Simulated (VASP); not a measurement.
# PIr (rocksalt type) (Fm-3m) in VASP: further runs

Runs on PIr (rocksalt type). Level: LDA. Tasks: single point.

Program: VASP 6.6.1. These are calculated values, not measurements. Logs are shortened: lines on timing, memory, paths and dates and some standing lists are left out, and cuts for length are marked.

**1. The cell of the first run**

The structure is cubic, space group Fm-3m (No. 225). The conventional cell has a = 4.309 Å, b = 4.309 Å, c = 4.309 Å, α = 90.00°, β = 90.00°, γ = 90.00°. Ir (site symmetry m-3m) has 6 P at 2.15 Å within 2.9 Å. P (site symmetry m-3m) has 6 Ir at 2.15 Å within 2.9 Å.

**2. Single point, LDA (volume scaled by 0.7)**

Contents of INCAR:

```
PREC = Accurate ; ENCUT = 500
EDIFF = 1E-6 ; ISMEAR = -1
SIGMA = 0.08 ; LREAL = F
LASPH = T ; NELM = 120
ALGO = Normal ; ISIF = 2
LWAVE = F ; LCHARG = F
NBANDS = 14 ; GGA_COMPAT = F
```

Contents of KPOINTS:

```
Automatic mesh
0
Gamma
  14 14 14
```

Contents of POSCAR:

```
PIr
1.0
    0.0000000000      2.1543797938      2.1543797938
    2.1543797938      0.0000000000      2.1543797938
    2.1543797938      2.1543797938      0.0000000000
Ir P
1 1
Direct
    0.0000000000      0.0000000000      0.0000000000
    0.5000000000      0.5000000000      0.5000000000
```

Potentials or basis: VASP PAW LDA potentials, release 64 (Ir, P).

Command:

```sh
> cat potpaw_LDA.64/Ir/POTCAR potpaw_LDA.64/P/POTCAR > POTCAR
> mpirun -np 1 vasp_std > vasp.out
```

OUTCAR:

```text
PREC = Accurate
   ENCUT = 500
   EDIFF = 1E-6
   ISMEAR = -1
   LREAL = F
   LASPH = T
   NELM = 120
   ISIF = 2

 ion  position               nearest neighbor table
   1  0.000  0.000  0.000-   2 2.15   2 2.15   2 2.15   2 2.15   2 2.15   2 2.15
   2  0.500  0.500  0.500-   1 2.15   1 2.15   1 2.15   1 2.15   1 2.15   1 2.15

  LATTYP: Found a face centered cubic cell.
 ALAT       =     4.3087595876

  Lattice vectors:

 A1 = (   0.0000000000,   2.1543797938,   2.1543797938)
 A2 = (   2.1543797938,   0.0000000000,   2.1543797938)
 A3 = (   2.1543797938,   2.1543797938,   0.0000000000)

Analysis of symmetry for initial positions (statically):
=====================================================================
 Subroutine PRICEL returns:
 Original cell was already a primitive cell.

 Routine SETGRP: Setting up the symmetry group for a
 face centered cubic supercell.

 Subroutine GETGRP returns: Found 48 space group operations
 (whereof 48 operations were pure point group operations)
 out of a pool of 48 trial point group operations.

The static configuration has the point symmetry O_h .

Analysis of symmetry for dynamics (positions and initial velocities):
=====================================================================
 Subroutine PRICEL returns:
 Original cell was already a primitive cell.

 Routine SETGRP: Setting up the symmetry group for a
 face centered cubic supercell.

 Subroutine GETGRP returns: Found 48 space group operations
 (whereof 48 operations were pure point group operations)
 out of a pool of 48 trial point group operations.

The dynamic configuration has the point symmetry O_h .

 Subroutine INISYM returns: Found 48 space group operations
 (whereof 48 operations are pure point group operations),
 and found     1 'primitive' translations

----------------------------------------------------------------------------------------

                                     Primitive cell

  volume of cell :      19.9985

  direct lattice vectors                    reciprocal lattice vectors
     0.000000000  2.154379794  2.154379794    -0.232085355  0.232085355  0.232085355
     2.154379794  0.000000000  2.154379794     0.232085355 -0.232085355  0.232085355
     2.154379794  2.154379794  0.000000000     0.232085355  0.232085355 -0.232085355

  length of vectors
     3.046753123  3.046753123  3.046753123     0.401983627  0.401983627  0.401983627

  position of ions in fractional coordinates (direct lattice)
     0.000000000  0.000000000  0.000000000
     0.500000000  0.500000000  0.500000000

  ion indices of the primitive-cell ions
   primitive index   ion index
                 1           1
                 2           2

----------------------------------------------------------------------------------------

 KPOINTS: Automatic mesh

Automatic generation of k-mesh.
 Grid dimensions read from file:
 generate k-points for:   14   14   14

 Generating k-lattice:

  Cartesian coordinates                     Fractional coordinates (reciprocal lattice)
    -0.016577525  0.016577525  0.016577525     0.071428571  0.000000000  0.000000000
     0.016577525 -0.016577525  0.016577525     0.000000000  0.071428571  0.000000000
     0.016577525  0.016577525 -0.016577525     0.000000000  0.000000000  0.071428571

  Length of vectors
     0.028713116  0.028713116  0.028713116

  Shift w.r.t. Gamma in fractional coordinates (k-lattice)
     0.000000000  0.000000000  0.000000000

 Subroutine IBZKPT returns following result:
 ===========================================

 Found    104 irreducible k-points:

 Following reciprocal coordinates:
            Coordinates               Weight
  0.000000  0.000000  0.000000      1.000000
  0.071429  0.000000  0.000000      8.000000
  0.142857  0.000000  0.000000      8.000000
  0.214286  0.000000  0.000000      8.000000
  0.285714  0.000000  0.000000      8.000000
  0.357143  0.000000  0.000000      8.000000
[... 16 lines left out ...]
  0.214286  0.142857  0.000000     24.000000
  0.285714  0.142857  0.000000     24.000000
 [... further k-points ...]
   k-points           NKPTS =    104   k-points in BZ     NKDIM =    104   number of bands    NBANDS=     14
   number of dos      NEDOS =    301   number of ions     NIONS =      2
   total plane-waves  NPLWV =  13824
   dimension x,y,z NGX =    24 NGY =   24 NGZ =   24
   dimension x,y,z NGXF=    48 NGYF=   48 NGZF=   48
   ions per type =               1   1
   NGX,Y,Z   is equivalent  to a cutoff of  13.10, 13.10, 13.10 a.u.
   NGXF,Y,Z  is equivalent  to a cutoff of  26.19, 26.19, 26.19 a.u.
 SYSTEM =  unknown system
   PREC   = accura    normal or accurate (medium, high low for compatibility)
   ISTART =      0    job   : 0-new  1-cont  2-samecut
   ICHARG =      2    charge: 1-file 2-atom 10-const
   ISPIN  =      1    spin polarized calculation?
   LNONCOLLINEAR =      F non collinear calculations
   LSORBIT =      F    spin-orbit coupling
   LASPH  =      T    aspherical Exc in radial PAW
   ENCUT  =  500.0 eV  36.75 Ry    6.06 a.u.   5.55  5.55  5.55*2*pi/ulx,y,z
   NELM   =    120;   NELMIN=  2; NELMDL= -5     # of ELM steps
   EDIFF  = 0.1E-05   stopping-criterion for ELM
   LREAL  =      F    real-space projection
   EDIFFG = 0.1E-04   stopping-criterion for IOM
   NSW    =      0    number of steps for IOM
   IBRION =     -1    ionic relax: 0-MD 1-quasi-New 2-CG
   NFREE  =      0    steps in history (QN), initial steepest desc. (CG)
   ISIF   =      2    stress and relaxation
   ISYM   =      2    0-nonsym 1-usesym 2-fastsym
   POTIM  = 0.5000    time-step for ionic-motion
   TEBEG  =    0.0;   TEEND  =   0.0 temperature during run
   PSTRESS=    0.0 pullay stress
   NELECT =      14.0000    total number of electrons
   NUPDOWN=      -1.0000    fix difference up-down
   EMIN   =  10.00;   EMAX   =-10.00  energy-range for DOS
   EFERMI =   0.00;   METHOD = LEGACY
   ISMEAR =    -1;   SIGMA  =   0.08  broadening in eV -4-tet -1-fermi 0-gaus
   EFERMI_NEDOS =   21; number of points for ismear=-14 and -15
   IALGO  =     38    algorithm
   IMIX   =      4    mixing-type and parameters
     AMIX     =   0.40;   BMIX     =  1.00
     AMIX_MAG =   1.60;   BMIX_MAG =  1.00
  volume/ion in A,a.u.               =      10.00        67.48
  Fermi-wavevector in a.u.,A,eV,Ry     =   1.453623  2.746950 28.749397  2.113021
  Thomas-Fermi vector in A             =   2.570868
   LORBIT       =      0    0 simple, 1 ext, 2 COOP (PROOUT), +10 PAW based schemes
   GGA     = CA    functional components
   LHFCALC =     F    Hartree Fock is set to
   AEXX    =    0.0000 exact exchange contribution
   IVDW    =     0    specifies the selected vdW correction
   LEPSILON=     F    determine dielectric tensor
   LRPA    =     F    only Hartree local field effects (RPA)
 non-spin polarized calculation
  energy-cutoff  :      500.00
  volume of cell :       20.00
 maximum number of plane-waves:       531
 NGX is ok and might be reduce to    24
   NGX = 11   NGY = 11   NGZ = 11

 number of electron      13.9999999 magnetization

 Free energy of the ion-electron system (eV)
  ---------------------------------------------------
  ext. energy  EPLUGINS =         0.00000000
  ---------------------------------------------------
  free energy    TOTEN  =       -12.31674130 eV

  energy without entropy =      -12.29966544  energy(sigma->0) =      -12.30820337

 E-fermi :  16.3520     XC(G=0): -14.6208

 val. band max:       16.3460577985   @ k =   0.2857   0.1429   0.0714
 cond. band min:      16.3697322848   @ k =   0.0000   0.0000   0.0000
 fundamental gap:      0.0236744863
 Fermi energy:        16.3520126162

 k-point     1 :       0.0000    0.0000    0.0000
  band No.  band energies     occupation
      1      -2.2849      2.00000
      2       9.9020      2.00000
      3       9.9020      2.00000
      4       9.9020      2.00000
      5      10.4311      2.00000
      6      10.4311      2.00000
      7      16.3697      0.88970
      8      16.3697      0.88970
      9      16.3697      0.88970
     10      24.7389      0.00000
     11      27.8466      0.00000
     12      32.2201      0.00000
     13      32.2201      0.00000
     14      32.2201      0.00000

 k-point     2 :       0.0714    0.0000    0.0000
  band No.  band energies     occupation
      1      -2.1337      2.00000
      2       9.6976      2.00000
      3       9.9034      2.00000
      4       9.9034      2.00000
      5      10.2862      2.00000
      6      10.2862      2.00000
      7      16.2213      1.67337
      8      16.8168      0.00598
      9      16.8168      0.00598
     10      25.0086      0.00000
     11      28.2040      0.00000
     12      31.4956      0.00000
     13      31.8180      0.00000
     14      31.8180      0.00000

 k-point     3 :       0.1429    0.0000    0.0000
  band No.  band energies     occupation
      1      -1.6881      2.00000
      2       9.1289      2.00000
      3       9.4171      2.00000
      4       9.4171      2.00000
      5      10.5242      2.00000
      6      10.5242      2.00000
      7      15.8691      1.99523
      8      17.9598      0.00000
      9      17.9598      0.00000
     10      25.5462      0.00000
     11      28.6918      0.00000
     12      30.6195      0.00000
     13      30.6195      0.00000
     14      30.6829      0.00000
[... 324 lines left out ...]
 k-point    23 :       0.2143    0.1429    0.0000
  band No.  band energies     occupation
      1      -1.0187      2.00000
      2       7.8767      2.00000
      3       8.8391      2.00000
      4       9.8237      2.00000
      5      10.3663      2.00000
      6      11.1457      2.00000
      7      16.8171      0.00595
      8      17.5833      0.00000
      9      19.3949      0.00000
     10      26.3973      0.00000
     11      27.8965      0.00000
     12      28.5319      0.00000
     13      29.8799      0.00000
     14      31.2658      0.00000

 k-point    24 :       0.2857    0.1429    0.0000
  band No.  band energies     occupation
      1      -0.2900      2.00000
      2       7.1733      2.00000
      3       8.3017      2.00000
      4       9.2168      2.00000
      5      10.8746      2.00000
      6      11.9319      2.00000
      7      16.3215      1.18871
      8      18.4727      0.00000
      9      21.1066      0.00000
     10      24.7737      0.00000
     11      27.1804      0.00000
     12      27.4500      0.00000
     13      29.7212      0.00000
     14      32.7569      0.00000

 [... further k-points ...]
[... 5 lines left out ...]
  --------------------------------------------------------------------------------------
  -------------------------------------------------------------------------------------
  Total       25.1544287     25.1544287     25.1544287     -0.0000000     -0.0000000      0.0000000
  in kB     2015.2468120   2015.2468120   2015.2468120     -0.0000000     -0.0000000      0.0000000
  external PRESSURE =    2015.2468120 kB  Pullay stress =       0.0000000 kB

 VOLUME and BASIS-vectors are now :
 -----------------------------------------------------------------------------
  energy-cutoff  :      500.00
  volume of cell :       20.00
      direct lattice vectors                 reciprocal lattice vectors
     0.000000000  2.154379794  2.154379794    -0.232085355  0.232085355  0.232085355
     2.154379794  0.000000000  2.154379794     0.232085355 -0.232085355  0.232085355
     2.154379794  2.154379794  0.000000000     0.232085355  0.232085355 -0.232085355

 POSITION                                       TOTAL-FORCE (eV/Angst)
 -----------------------------------------------------------------------------------
      0.00000      0.00000      0.00000         0.000000     -0.000000     -0.000000
      2.15438      2.15438      2.15438        -0.000000      0.000000      0.000000
 -----------------------------------------------------------------------------------
    total drift:                                0.000000     -0.000000     -0.000000

  FREE ENERGIE OF THE ION-ELECTRON SYSTEM (eV)
  ---------------------------------------------------
  free  energy   TOTEN  =       -12.3167413031 eV

  energy  without entropy=      -12.2996654437  energy(sigma->0) =      -12.30820337
```

Wall time 35 s (1 thread of Intel Xeon 8259CL, shared host); peak memory 0.15 GiB.

Results:

```
Free energy            : -12.3167 eV
Pressure               : 201.5 GPa
Band gap on the k mesh : zero (band 7 reaches 17.47 eV, above the bottom of band 8 at 14.80 eV)
```

Caveat: spin-orbit coupling is left out, which moves the levels of the heavy elements.

(Part 1 of 2 ends here.)
